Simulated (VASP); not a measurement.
Set up this calculation in VASP 6.6.1, as the native input.

| Property | Result |
| --- | --- |
| Task | single point |
| Functional | PBE |
| Potentials or basis | VASP PAW PBE potentials, release 64 (Si, C) |
| Cutoff | 600 eV |
| k mesh | 7 × 7 × 7 |
| Occupations | gaussian, width 0.01 eV |
| Spin | no spin polarisation |
| Dipole correction | no |
| Further INCAR settings | ALGO = Normal; EDIFF = 1e-06; NBANDS = 11 |

The structure of SiC (Moissanite 3C) lies in POSCAR:

```
SiC
1.0
    0.0000000000      2.1897783612      2.1897783612
    2.1897783612      0.0000000000      2.1897783612
    2.1897783612      2.1897783612      0.0000000000
Si C
1 1
Direct
    0.0000000000      0.0000000000      0.0000000000
    0.2500000000      0.2500000000      0.2500000000
```

These files were run (other wordings do the same):

INCAR

```
SYSTEM = SiC
PREC = Accurate ; ENCUT = 600
EDIFF = 1E-6 ; ISMEAR = 0
SIGMA = 0.01 ; LREAL = .FALSE.
LASPH = .TRUE. ; NELM = 120
ALGO = Normal ; ISIF = 2
LWAVE = .FALSE. ; LCHARG = .TRUE.
GGA = PE ; LELF = .TRUE.
LVHAR = .TRUE. ; NBANDS = 11
GGA_COMPAT = .FALSE.
```

KPOINTS

```
regular mesh
0
G
  7 7 7
  0 0 0
```

Potentials or basis: VASP PAW PBE potentials, release 64 (Si, C).

Launch:

```console
$ cat potpaw_PBE.64/Si/POTCAR potpaw_PBE.64/C/POTCAR > POTCAR
$ mpirun -np 1 vasp_std > vasp.out
```

Results of the run:

```json
{
  "Pressure": "-0.1 GPa",
  "Band gap on the k mesh": "1.60 eV, indirect (least direct gap 4.65 eV)"
}
```

Run time: 14 s on 1 thread of Intel Xeon 8259CL (shared host), peak memory 0.15 GiB.
